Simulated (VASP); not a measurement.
The system is SiC3.

```xyz
4
Lattice="1.4154 0.8172 4.6701 -1.4154 0.8172 4.6701 0.0000 -1.6344 4.6701" Properties=species:S:1:pos:R:3 pbc="T T T"
C     1.4154    0.8172    4.7855
C     0.0000    0.0000    6.8504
C     0.0000    0.0000    5.3123
Si    0.0000    0.0000   12.2397
```

Base run:

| Property | Result |
| --- | --- |
| Program | VASP 6.6.1 |
| Functional | r2SCAN |
| Potentials or basis | VASP PAW PBE potentials, release 64 (C, Si) |
| Cutoff | 520 eV |
| k mesh | 8 × 8 × 8 |
| Occupations | gaussian, width 0.01 eV |
| Spin | no spin polarisation |

Its results: band gap on the k mesh 1.90 eV, indirect (least direct gap 3.60 eV); pressure 0.0 GPa; largest force 0.083 eV/Å.

Problem. After a change of settings the same cell gave: band gap on the k mesh 1.58 eV, indirect (least direct gap 3.20 eV); pressure 3.4 GPa; largest force 0.303 eV/Å. Which change was it?
A. functional from r2SCAN to PBE
B. functional from r2SCAN to PBEsol; further incar settings from ALGO = Normal; EDIFF = 1e-06; NBANDS = 16 to ALGO = Normal; EDIFF = 1e-07; NBANDS = 16
C. functional from r2SCAN to PBEsol; cutoff from 520 eV to 600 eV; k mesh from 8 × 8 × 8 to 6 × 6 × 6

Solution. A.

r2SCAN gives the wider gap, since meta-GGAs in the generalised Kohn-Sham scheme recover part of the derivative discontinuity.

Caveats: the PAW data sets were made with another functional, which shifts forces and pressure a little (some runs).
